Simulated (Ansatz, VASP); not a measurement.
Two plane-wave programs on Ta

```xyz
1
Lattice="-1.6607 1.6607 1.6607 1.6607 -1.6607 1.6607 1.6607 1.6607 -1.6607" Properties=species:S:1:pos:R:3 pbc="T T T"
Ta    0.0000    0.0000    0.0000
```

Alike in both runs: task single point; functional PBE; k mesh 19 × 19 × 19; occupations fermi-dirac, width 0.1 eV; no spin polarisation.

|  | VASP | Ansatz |
| --- | --- | --- |
| version | VASP 6.6.1 | Ansatz 0.2.0 |
| potentials or method | VASP PAW PBE potentials, release 64 (Ta_pv), cutoff 520 eV | plane waves (420 eV) with PAW, scalar-relativistic |
| valence electrons in the cell | 11 | 13 |

VASP gave:

```
pressure (GPa) : 0.0
```

Task: Which values does Ansatz return?

Result: Pressure (GPa): -0.1.

The functional is the same, so the differences come from potentials, cutoffs and numerics. VASP's potentials hold 11 valence electrons a cell and Ansatz's 13, so a difference there can come from the potentials and not from the codes.

Neither program's run includes spin-orbit coupling.
